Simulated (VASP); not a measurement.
A run of VASP 6.6.1:

INCAR

```
SYSTEM = CdS
ALGO = Normal
EDIFF = 1E-7
EDIFFG = -0.005
ENCUT = 600
GGA = PS
IBRION = 2
ISIF = 3
ISMEAR = -1
LASPH = .TRUE.
LCHARG = .FALSE.
LREAL = .FALSE.
LWAVE = .FALSE.
NELM = 60
NSW = 80
PREC = Accurate
SIGMA = 0.02
```

Contents of KPOINTS:

```
k-points
0
G
  6 6 4
  0 0 0
```

POSCAR

```
CdS
1.0
    4.4324862168      0.0000000000      0.0000000000
   -2.2162431084      3.8386456656      0.0000000000
    0.0000000000      0.0000000000      5.8308018859
Cd S
2 2
Direct
    0.3333333333      0.6666666667      0.2500000000
    0.6666666667      0.3333333333      0.7500000000
    0.6666666667      0.3333333333      0.2500000000
    0.3333333333      0.6666666667      0.7500000000
```

Potentials or basis: VASP PAW PBE potentials, release 64 (Cd, S).

Run with:

```bash
$ cat potpaw_PBE.64/Cd/POTCAR potpaw_PBE.64/S/POTCAR > POTCAR
$ mpirun -np 1 vasp_std > vasp.out
```

Hardware: 1 thread of Intel(R) Xeon(R) 6975P-C (Granite Rapids), with other jobs on the host.

Task: Estimate the wall time of this run.

Result: It took 110 s on 1 thread of Intel(R) Xeon(R) 6975P-C (Granite Rapids) (shared host), peak memory 0.27 GiB. Counts: scf iterations 65, k points 21, ion steps 7.
